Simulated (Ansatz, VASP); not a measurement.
# WSe2: VASP beside Ansatz

```
CELL_PARAMETERS angstrom
3.29000 0.00000 0.00000
-1.64500 2.84922 0.00000
0.00000 0.00000 12.71060
ATOMIC_POSITIONS crystal
W 0.33333 0.66667 0.25000
W 0.66667 0.33333 0.75000
Se 0.33333 0.66667 0.62100
Se 0.66667 0.33333 0.12100
Se 0.33333 0.66667 0.87900
Se 0.66667 0.33333 0.37900
```

Change from the starting cell: zz strain of -2 %, crystal datasets.

Alike in both runs: task electric field gradients; functional PBE; k mesh 11 × 11 × 3; occupations fermi-dirac, width 0.08 eV; no spin polarisation.

```csv
,VASP,Ansatz
version,VASP 6.6.1,Ansatz 0.2.0
potentials or method,"VASP PAW PBE potentials, release 64 (W_sv, Se), cutoff 520 eV","all-electron PAW with datasets made for the crystal, scalar-relativistic"
```

Ansatz gave:

- pressure (GPa): 7.2
- traceless stress, the component that is largest in VASP (GPa): 3.13
- rms of the force components (eV/Å): 0.356
- size of Vzz on the site where it differs most (V/Å²): 186.5

Problem. Which values does VASP return?

Solution. Pressure (GPa): 7.5; traceless stress, the component that is largest in VASP (GPa): 3.23; rms of the force components (eV/Å): 0.380; size of Vzz on the site where it differs most (V/Å²): 169.4.

Atom by atom the forces differ by 0.024 eV/Å (rms over components). Ansatz ran all-electron here, and VASP with PAW potentials.

Spin-orbit coupling is off throughout.
